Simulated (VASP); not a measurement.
Set up this calculation in VASP 6.6.1, as the native input.

* Task: single point
* Functional: PBEsol
* Potentials or basis: VASP PAW PBE potentials, release 64 (Mo_sv, S)
* Cutoff: 520 eV
* k mesh: 6 × 6 × 2
* Occupations: gaussian, width 0.1 eV
* Spin: no spin polarisation
* Dipole correction: no
* Further INCAR settings: ALGO = Normal; EDIFF = 1e-06; NBANDS = 35

The structure of MoS2 lies in POSCAR:

```
MoS2
1.0
    3.1406367704      0.0000000000      0.0000000000
   -1.5703183852      2.7198712272      0.0000000000
    0.0000000000      0.0000000000     12.5226634622
Mo S
2 4
Direct
    0.3333333333      0.6666666667      0.2500000000
    0.6666666667      0.3333333333      0.7500000000
    0.3333333333      0.6666666667      0.6254538967
    0.6666666667      0.3333333333      0.1254538967
    0.3333333333      0.6666666667      0.8745461033
    0.6666666667      0.3333333333      0.3745461033
```

One way to write it, as run:

INCAR

```
  PREC = Accurate
  ENCUT = 520
  EDIFF = 1E-6
  ISMEAR = 0
  SIGMA = 0.1
  LREAL = False
  LASPH = True
  NELM = 100
  ALGO = Normal
  ISIF = 2
  LWAVE = False
  LCHARG = False
  GGA = PS
  NBANDS = 35
```

KPOINTS

```
regular mesh
0
Gamma
  6 6 2
```

Potentials or basis: VASP PAW PBE potentials, release 64 (Mo_sv, S).

Run with:

```console
$ cat potpaw_PBE.64/Mo_sv/POTCAR potpaw_PBE.64/S/POTCAR > POTCAR
$ mpirun -np 1 vasp_std > vasp.out
```

Results of the run:

```
Pressure               : 0.0 GPa
Largest force          : 0.005 eV/Å
Band gap on the k mesh : 0.97 eV (least direct gap 1.74 eV)
```

Caveat: the PAW data sets were made with another functional, which shifts forces and pressure a little; this functional lacks dispersion, which binds layers or chains, so the pressure and a relaxed spacing across them are unreliable.

Run time: 25 s on 1 thread of Intel(R) Xeon(R) 6975P-C (Granite Rapids), on a shared host, peak memory 0.23 GiB.
